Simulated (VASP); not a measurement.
# HfN (I4/mmm) in VASP: further runs

HfN is run at these levels: PBEsol; tasks: single point.

All numbers are computed with VASP 6.6.1; they aren't measurements. Logs are shortened: lines on timing, memory, paths and dates and some standing lists are left out, and cuts for length are marked.

### 1 The cell of the first run

The structure is tetragonal, space group I4/mmm (No. 139). Conventional cell: a = 3.322 Å, b = 3.322 Å, c = 4.157 Å, α = 90.00°, β = 90.00°, γ = 90.00°. Hf (site symmetry 4/mmm) has 6 N at 2.08 to 2.35 Å within 2.8 Å. N (site symmetry 4/mmm) has 6 Hf at 2.08 to 2.35 Å within 2.8 Å.

### 2 Single point, PBEsol (strain +0.040 along x and y, -0.080 along z)

Contents of INCAR:

```
SYSTEM = HfN
PREC = Accurate
ENCUT = 520
EDIFF = 1E-7
ISMEAR = 0
SIGMA = 0.15
LREAL = .FALSE.
LASPH = .TRUE.
NELM = 60
ALGO = Normal
ISIF = 2
LWAVE = .FALSE.
LCHARG = .FALSE.
GGA = PS
NBANDS = 14
```

Contents of KPOINTS:

```
regular mesh
0
G
  18 18 18
  0 0 0
```

Contents of POSCAR:

```
HfN
1.0
    0.0000000000      2.3493600000      2.0782800000
    2.3493600000      0.0000000000      2.0782800000
    2.3493600000      2.3493600000      0.0000000000
Hf N
1 1
Direct
    0.0000000000      0.0000000000      0.0000000000
    0.5000000000      0.5000000000      0.5000000000
```

Potentials or basis: VASP PAW PBE potentials, release 64 (Hf_pv, N).

Command:

```bash
> cat potpaw_PBE.64/Hf_pv/POTCAR potpaw_PBE.64/N/POTCAR > POTCAR
> mpirun -np 1 vasp_std > vasp.out
```

OUTCAR:

```text
SYSTEM = HfN
   PREC = Accurate
   ENCUT = 520
   EDIFF = 1E-7
   ISMEAR = 0
   LREAL = .FALSE.
   LASPH = .TRUE.
   NELM = 60
   ISIF = 2
   GGA = PS

 ion  position               nearest neighbor table
   1  0.000  0.000  0.000-   2 2.08   2 2.08   2 2.35   2 2.35   2 2.35   2 2.35
   2  0.500  0.500  0.500-   1 2.08   1 2.08   1 2.35   1 2.35   1 2.35   1 2.35

  LATTYP: Found a body centered tetragonal cell.
 ALAT       =     3.3224967749
 C/A-ratio  =     1.2510350744

  Lattice vectors:

 A1 = (   0.0000000000,  -2.3493600000,  -2.0782800000)
 A2 = (   0.0000000000,   2.3493600000,  -2.0782800000)
 A3 = (   2.3493600000,   0.0000000000,   2.0782800000)

Analysis of symmetry for initial positions (statically):
=====================================================================
 Subroutine PRICEL returns:
 Original cell was already a primitive cell.

 Routine SETGRP: Setting up the symmetry group for a
 body centered tetragonal supercell.

 Subroutine GETGRP returns: Found 16 space group operations
 (whereof 16 operations were pure point group operations)
 out of a pool of 16 trial point group operations.

The static configuration has the point symmetry D_4h.

Analysis of symmetry for dynamics (positions and initial velocities):
=====================================================================
 Subroutine PRICEL returns:
 Original cell was already a primitive cell.

 Routine SETGRP: Setting up the symmetry group for a
 body centered tetragonal supercell.

 Subroutine GETGRP returns: Found 16 space group operations
 (whereof 16 operations were pure point group operations)
 out of a pool of 16 trial point group operations.

The dynamic configuration has the point symmetry D_4h.

 Subroutine INISYM returns: Found 16 space group operations
 (whereof 16 operations are pure point group operations),
 and found     1 'primitive' translations

----------------------------------------------------------------------------------------

                                     Primitive cell

  volume of cell :      22.9421

  direct lattice vectors                    reciprocal lattice vectors
     0.000000000  2.349360000  2.078280000    -0.212823918  0.212823918  0.240583559
     2.349360000  0.000000000  2.078280000     0.212823918 -0.212823918  0.240583559
     2.349360000  2.349360000  0.000000000     0.212823918  0.212823918 -0.240583559

  length of vectors
     3.136676612  3.136676612  3.322496775     0.385316090  0.385316090  0.385316090

  position of ions in fractional coordinates (direct lattice)
     0.000000000  0.000000000  0.000000000
     0.500000000  0.500000000  0.500000000

  ion indices of the primitive-cell ions
   primitive index   ion index
                 1           1
                 2           2

----------------------------------------------------------------------------------------

 KPOINTS: regular mesh

Automatic generation of k-mesh.
 Grid dimensions read from file:
 generate k-points for:   18   18   18

 Generating k-lattice:

  Cartesian coordinates                     Fractional coordinates (reciprocal lattice)
    -0.011823551  0.011823551  0.013365753     0.055555556  0.000000000  0.000000000
     0.011823551 -0.011823551  0.013365753     0.000000000  0.055555556  0.000000000
     0.011823551  0.011823551 -0.013365753    -0.000000000 -0.000000000  0.055555556

  Length of vectors
     0.021406449  0.021406449  0.021406449

  Shift w.r.t. Gamma in fractional coordinates (k-lattice)
     0.000000000  0.000000000  0.000000000

 Subroutine IBZKPT returns following result:
 ===========================================

 Found    480 irreducible k-points:

 Following reciprocal coordinates:
            Coordinates               Weight
  0.000000  0.000000  0.000000      1.000000
  0.055556 -0.000000  0.000000      8.000000
  0.111111 -0.000000  0.000000      8.000000
  0.166667 -0.000000  0.000000      8.000000
  0.222222 -0.000000  0.000000      8.000000
  0.277778  0.000000  0.000000      8.000000
[... 16 lines left out ...]
 -0.277778  0.055556  0.000000      8.000000
 -0.222222  0.055556  0.000000      8.000000
 [... further k-points ...]
   k-points           NKPTS =    480   k-points in BZ     NKDIM =    480   number of bands    NBANDS=     14
   number of dos      NEDOS =    301   number of ions     NIONS =      2
   total plane-waves  NPLWV =  16128
   dimension x,y,z NGX =    24 NGY =   24 NGZ =   28
   dimension x,y,z NGXF=    48 NGYF=   48 NGZF=   56
   ions per type =               1   1
   NGX,Y,Z   is equivalent  to a cutoff of  12.72, 12.72, 14.01 a.u.
   NGXF,Y,Z  is equivalent  to a cutoff of  25.44, 25.44, 28.02 a.u.
 SYSTEM =  HfN
   PREC   = accura    normal or accurate (medium, high low for compatibility)
   ISTART =      0    job   : 0-new  1-cont  2-samecut
   ICHARG =      2    charge: 1-file 2-atom 10-const
   ISPIN  =      1    spin polarized calculation?
   LNONCOLLINEAR =      F non collinear calculations
   LSORBIT =      F    spin-orbit coupling
   LASPH  =      T    aspherical Exc in radial PAW
   ENCUT  =  520.0 eV  38.22 Ry    6.18 a.u.   5.83  5.83  6.18*2*pi/ulx,y,z
   NELM   =     60;   NELMIN=  2; NELMDL= -5     # of ELM steps
   EDIFF  = 0.1E-06   stopping-criterion for ELM
   LREAL  =      F    real-space projection
   EDIFFG = 0.1E-05   stopping-criterion for IOM
   NSW    =      0    number of steps for IOM
   IBRION =     -1    ionic relax: 0-MD 1-quasi-New 2-CG
   NFREE  =      0    steps in history (QN), initial steepest desc. (CG)
   ISIF   =      2    stress and relaxation
   ISYM   =      2    0-nonsym 1-usesym 2-fastsym
   POTIM  = 0.5000    time-step for ionic-motion
   TEBEG  =    0.0;   TEEND  =   0.0 temperature during run
   PSTRESS=    0.0 pullay stress
   NELECT =      15.0000    total number of electrons
   NUPDOWN=      -1.0000    fix difference up-down
   EMIN   =  10.00;   EMAX   =-10.00  energy-range for DOS
   EFERMI =   0.00;   METHOD = LEGACY
   ISMEAR =     0;   SIGMA  =   0.15  broadening in eV -4-tet -1-fermi 0-gaus
   EFERMI_NEDOS =   21; number of points for ismear=-14 and -15
   IALGO  =     38    algorithm
   IMIX   =      4    mixing-type and parameters
     AMIX     =   0.40;   BMIX     =  1.00
     AMIX_MAG =   1.60;   BMIX_MAG =  1.00
  volume/ion in A,a.u.               =      11.47        77.41
  Fermi-wavevector in a.u.,A,eV,Ry     =   1.420891  2.685095 27.469238  2.018932
  Thomas-Fermi vector in A             =   2.541759
   LORBIT       =      0    0 simple, 1 ext, 2 COOP (PROOUT), +10 PAW based schemes
   GGA     = PS    functional components
   LHFCALC =     F    Hartree Fock is set to
   AEXX    =    0.0000 exact exchange contribution
   IVDW    =     0    specifies the selected vdW correction
   LEPSILON=     F    determine dielectric tensor
   LRPA    =     F    only Hartree local field effects (RPA)
 non-spin polarized calculation
 Gauss-broadening in eV      SIGMA  =   0.15
  energy-cutoff  :      520.00
  volume of cell :       22.94
 maximum number of plane-waves:       634
   NGX = 11   NGY = 11   NGZ = 13

 number of electron      15.0000000 magnetization

 Free energy of the ion-electron system (eV)
  ---------------------------------------------------
  ext. energy  EPLUGINS =         0.00000000
  ---------------------------------------------------
  free energy    TOTEN  =       -22.57380537 eV

  energy without entropy =      -22.56638545  energy(sigma->0) =      -22.57009541

 E-fermi :   8.2890     XC(G=0): -12.8914

 val. band max:        8.2857809014   @ k =  -0.3333   0.3333   0.0556
 cond. band min:       8.2909320058   @ k =   0.1667  -0.0000   0.0000
 fundamental gap:      0.0051511045
 Fermi energy:         8.2889518253

 k-point     1 :       0.0000    0.0000    0.0000
  band No.  band energies     occupation
      1     -22.7561      2.00000
      2     -22.7561      2.00000
      3     -22.7244      2.00000
      4      -9.2761      2.00000
      5       5.0277      2.00000
      6       5.0277      2.00000
      7       5.8134      2.00000
      8       7.5324      2.00000
      9       7.5324      2.00000
     10       8.2589      1.22326
     11       8.8660      0.00000
     12       9.2891      0.00000
     13      13.3332      0.00000
     14      17.9665      0.00000

 k-point     2 :       0.0556   -0.0000    0.0000
  band No.  band energies     occupation
      1     -22.7819      2.00000
      2     -22.7615      2.00000
      3     -22.7332      2.00000
      4      -9.1988      2.00000
      5       4.7049      2.00000
      6       4.8179      2.00000
      7       5.5701      2.00000
      8       7.6804      2.00000
      9       7.6866      2.00000
     10       8.5396      0.01810
     11       8.9141      0.00000
     12       9.5178      0.00000
     13      13.5682      0.00000
     14      18.2156      0.00000

 k-point     3 :       0.1111   -0.0000    0.0000
  band No.  band energies     occupation
      1     -22.8752      2.00000
      2     -22.7768      2.00000
      3     -22.7379      2.00000
      4      -8.9745      2.00000
      5       3.9727      2.00000
      6       4.3338      2.00000
      7       5.0029      2.00000
      8       7.9657      1.99769
      9       8.0668      1.96380
     10       8.9104      0.00000
     11       9.3763      0.00000
     12      10.1342      0.00000
     13      14.2016      0.00000
     14      18.9141      0.00000
[... 324 lines left out ...]
 k-point    23 :      -0.2778    0.0556    0.0000
  band No.  band energies     occupation
      1     -23.3866      2.00000
      2     -22.8589      2.00000
      3     -22.7805      2.00000
      4      -7.6860      2.00000
      5       1.0810      2.00000
      6       2.6107      2.00000
      7       3.3926      2.00000
      8       9.0207      0.00000
      9       9.8233      0.00000
     10      10.7627      0.00000
     11      12.7153      0.00000
     12      13.7453      0.00000
     13      16.1683      0.00000
     14      20.5200      0.00000

 k-point    24 :      -0.2222    0.0556    0.0000
  band No.  band energies     occupation
      1     -23.2162      2.00000
      2     -22.8282      2.00000
      3     -22.7785      2.00000
      4      -8.1555      2.00000
      5       1.8336      2.00000
      6       3.0334      2.00000
      7       3.9988      2.00000
      8       8.5263      0.02524
      9       9.0425      0.00000
     10      10.3011      0.00000
     11      11.9140      0.00000
     12      12.7636      0.00000
     13      15.2956      0.00000
     14      20.6169      0.00000

 [... further k-points ...]
[... 5 lines left out ...]
  --------------------------------------------------------------------------------------
  -------------------------------------------------------------------------------------
  Total       -2.7208064     -2.7208064      8.3905122      0.0000000      0.0000000     -0.0000000
  in kB     -190.0093747   -190.0093747    585.9571521      0.0000000      0.0000000     -0.0000000
  external PRESSURE =      68.6461342 kB  Pullay stress =       0.0000000 kB

 VOLUME and BASIS-vectors are now :
 -----------------------------------------------------------------------------
  energy-cutoff  :      520.00
  volume of cell :       22.94
      direct lattice vectors                 reciprocal lattice vectors
     0.000000000  2.349360000  2.078280000    -0.212823918  0.212823918  0.240583559
     2.349360000  0.000000000  2.078280000     0.212823918 -0.212823918  0.240583559
     2.349360000  2.349360000  0.000000000     0.212823918  0.212823918 -0.240583559

 POSITION                                       TOTAL-FORCE (eV/Angst)
 -----------------------------------------------------------------------------------
      0.00000      0.00000      0.00000         0.000000      0.000000      0.000000
      2.34936      2.34936      2.07828        -0.000000     -0.000000      0.000000
 -----------------------------------------------------------------------------------
    total drift:                                0.000000     -0.000000     -0.000000

  FREE ENERGIE OF THE ION-ELECTRON SYSTEM (eV)
  ---------------------------------------------------
  free  energy   TOTEN  =       -22.5738053665 eV

  energy  without entropy=      -22.5663854494  energy(sigma->0) =      -22.57009541
```

Wall time 2.9 min (1 thread of Intel Xeon 8259CL, shared host); peak memory 0.28 GiB.

What came out:

* Free energy: -22.5738 eV
* Pressure: 6.9 GPa
* Band gap on the k mesh: zero (an odd number of electrons rules out a gap without spin polarisation)

Levels at points of the mesh, in eV from the Fermi level:
```tsv
k point	band 6	band 7	band 8	band 9	band 10	band 11
(0.00, 0.00, 0.00)	-3.26	-2.48	-0.76	-0.76	-0.03	0.58
(0.50, 0.00, 0.00)	-6.42	-6.38	2.91	4.00	4.24	4.41
(0.50, 0.50, 0.00)	-4.14	-4.09	-4.09	4.23	5.45	5.45
(0.50, 0.00, 0.50)	-3.81	-3.69	-3.02	2.96	4.73	6.10
```

Caveat: the cell differs from its parent crystal (strain +0.040 along x and y, -0.080 along z); the cell stands under pressure; the PAW data sets were made with another functional, which shifts forces and pressure a little; spin-orbit coupling is left out, which moves the levels of the heavy elements.

### 3 Single point, PBEsol (strain -0.040 along x and y, +0.080 along z)

Contents of INCAR:

```
SYSTEM = HfN
PREC = Accurate
ENCUT = 520
EDIFF = 1E-6
ISMEAR = 0
SIGMA = 0.15
LREAL = .False.
LASPH = .True.
NELM = 80
ALGO = Normal
ISIF = 2
LWAVE = .False.
LCHARG = .False.
GGA = PS
NBANDS = 14
```

Contents of KPOINTS:

```
Automatic mesh
0
Gamma
  18 18 18
  0 0 0
```

Contents of POSCAR:

```
HfN
1.0
    0.0000000000      2.1686400000      2.4397200000
    2.1686400000      0.0000000000      2.4397200000
    2.1686400000      2.1686400000      0.0000000000
Hf N
1 1
Direct
    0.0000000000      0.0000000000      0.0000000000
    0.5000000000      0.5000000000      0.5000000000
```

Potentials or basis: VASP PAW PBE potentials, release 64 (Hf_pv, N).

Command:

```bash
> cat potpaw_PBE.64/Hf_pv/POTCAR potpaw_PBE.64/N/POTCAR > POTCAR
> mpirun -np 1 vasp_std > vasp.out
```

Run time: 2.1 min. Hardware: 1 thread of Intel Xeon 8259CL, shared host; peak memory 0.28 GiB.

It converged, with:

```
Free energy            : -22.6979 eV
Pressure               : 5.0 GPa
Band gap on the k mesh : zero (an odd number of electrons rules out a gap without spin polarisation)
```

Stress tensor (GPa, compression positive):
```
 21.02   0.00   0.00
  0.00  21.02   0.00
  0.00   0.00 -27.09
```

Levels at points of the mesh, in eV from the Fermi level:
| k point | band 4 | band 5 | band 6 | band 7 | band 8 | band 9 | band 10 | band 11 | band 12 | band 13 |
| --- | --- | --- | --- | --- | --- | --- | --- | --- | --- | --- |
| (0.00, 0.00, 0.00) | -17.52 | -3.32 | -2.81 | -2.81 | -1.23 | -0.52 | 0.17 | 0.17 | 2.82 | 3.74 |
| (0.50, 0.00, 0.00) | -14.58 | -8.96 | -6.40 | -6.27 | 3.40 | 3.55 | 4.25 | 4.33 | 6.94 | 10.44 |
| (0.50, 0.50, 0.00) | -16.53 | -6.09 | -3.69 | -3.30 | -3.30 | 4.18 | 5.46 | 5.46 | 5.69 | 7.69 |
| (0.50, 0.00, 0.50) | -16.43 | -4.93 | -4.02 | -3.89 | -3.54 | 3.23 | 4.52 | 6.50 | 6.77 | 8.71 |

Caveat: the cell differs from its parent crystal (strain -0.040 along x and y, +0.080 along z); the cell stands under pressure; the PAW data sets were made with another functional, which shifts forces and pressure a little; spin-orbit coupling is left out, which moves the levels of the heavy elements.
